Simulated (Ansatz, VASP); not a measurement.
Lu3F2: VASP beside Ansatz

```
Lu F
1.0
     5.85661    0.00000    0.00000
    -2.92831    5.07198    0.00000
     0.00000    0.00000    4.68210
Lu F
3 2
Direct
  0.50000 0.00000 0.50000
  0.00000 0.50000 0.50000
  0.50000 0.50000 0.50000
  0.00000 0.00000 0.74146
  0.00000 0.00000 0.25854
```

Alike in both runs: functional PBE; k mesh 6 × 6 × 8; occupations gaussian, width 0.1 eV; no spin polarisation.

Ansatz relaxed the structure, and its values are those at the end. VASP's run is a single point on that final structure, the one shown.

|  | VASP | Ansatz |
| --- | --- | --- |
| version | VASP 6.6.1 | Ansatz 0.2.0 |
| potentials or method | VASP PAW PBE potentials, release 64 (Lu, F), cutoff 520 eV | scalar-relativistic, plane waves, PAW |
| valence electrons in the cell | 89 | 89 |

```csv
,VASP,Ansatz,Ansatz less VASP
gap on the k mesh at the Fermi level (eV),none,none,-
pressure (GPa),0.0,0.0,-0.01
```

A gap of «none» marks a metal or a gap that the smearing closes.

Neither program's run includes spin-orbit coupling.
